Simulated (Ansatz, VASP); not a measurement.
**Te2Mo: VASP beside Ansatz**

File INCAR:

```
SYSTEM = Te2Mo
PREC = Accurate
ENCUT = 600
EDIFF = 1E-6
ISMEAR = 0
SIGMA = 0.01
LREAL = .False.
LASPH = .True.
NELM = 100
ALGO = Normal
ISIF = 3
LWAVE = .False.
LCHARG = .False.
GGA = PE
IVDW = 12
IBRION = 2
NSW = 80
EDIFFG = -0.001
```

The input KPOINTS:

```
Automatic mesh
0
Gamma
  9 9 2
  0 0 0
```

File POSCAR:

```
Te2Mo
1.0
    3.4963748005      0.0000000000      0.0000000000
   -1.7481874003      3.0279493984      0.0000000000
    0.0000000000      0.0000000000     13.7017434307
Te Mo
4 2
Direct
    0.3333333333      0.6666666667      0.6173474572
    0.6666666667      0.3333333333      0.1173474572
    0.3333333333      0.6666666667      0.8826525428
    0.6666666667      0.3333333333      0.3826525428
    0.3333333333      0.6666666667      0.2500000000
    0.6666666667      0.3333333333      0.7500000000
```

Input for Ansatz:

```yaml
crystal:
  lattice:
    - [3.4963748211, 0.0, 0.0]
    - [-1.7481874106, 3.0279494163, 0.0]
    - [0.0, 0.0, 13.701742066]
  atoms:
    - { symbol: Te, position: [0.3333333333, 0.6666666667, 0.6173474411] }
    - { symbol: Te, position: [0.6666666667, 0.3333333333, 0.1173474411] }
    - { symbol: Te, position: [0.3333333333, 0.6666666667, 0.8826525589] }
    - { symbol: Te, position: [0.6666666667, 0.3333333333, 0.3826525589] }
    - { symbol: Mo, position: [0.3333333333, 0.6666666667, 0.25] }
    - { symbol: Mo, position: [0.6666666667, 0.3333333333, 0.75] }
basis:
  ecutwfc: 420
kpoints:
  mp_grid: { grid: [9, 9, 2] }
hamiltonian:
  xc: pbe
  dispersion: d3bj
scf:
  occupations: { method: fixed }
output:
  forces: true
  stress: true
  eigenvalues: true
  write_density: true
  write_potential: true
  elf: true
  volumetric_format: npy
relax:
  adjacent_minimum: "off"
  f_tol: 0.001
  max_steps: 60
  cell: { stress_tol: 0.01 }
```

Alike in both runs: task relaxation of cell and atoms; functional PBE; dispersion D3(BJ); k mesh 9 × 9 × 2; no spin polarisation.

|  | VASP | Ansatz |
| --- | --- | --- |
| version | VASP 6.6.1 | Ansatz 0.2.0 |
| potentials or method | VASP PAW PBE potentials, release 64 (Te, Mo_sv), cutoff 600 eV | scalar-relativistic, plane waves, PAW |
| occupations | gaussian, width 0.01 eV | fixed |
| valence electrons in the cell | 52 | 92 |

Ansatz gave:

```
gap on the k mesh at the Fermi level, each at its own relaxed structure (eV)  : 0.67
relaxed volume (Å³/atom)                                                      : 24.18
relaxed length of the cell vector where the two differ most in proportion (Å) : 13.699
```

**Question.** Estimate VASP's values.

**Answer.** gap on the k mesh at the Fermi level, each at its own relaxed structure (eV): 0.66; relaxed volume (Å³/atom): 24.14; relaxed length of the cell vector where the two differ most in proportion (Å): 13.691.

VASP's potentials hold 52 valence electrons a cell and Ansatz's 92, so a difference there can come from the potentials and not from the codes. Ansatz's warnings: relaxed geometry near dispersion switch.

Neither program's run includes spin-orbit coupling.
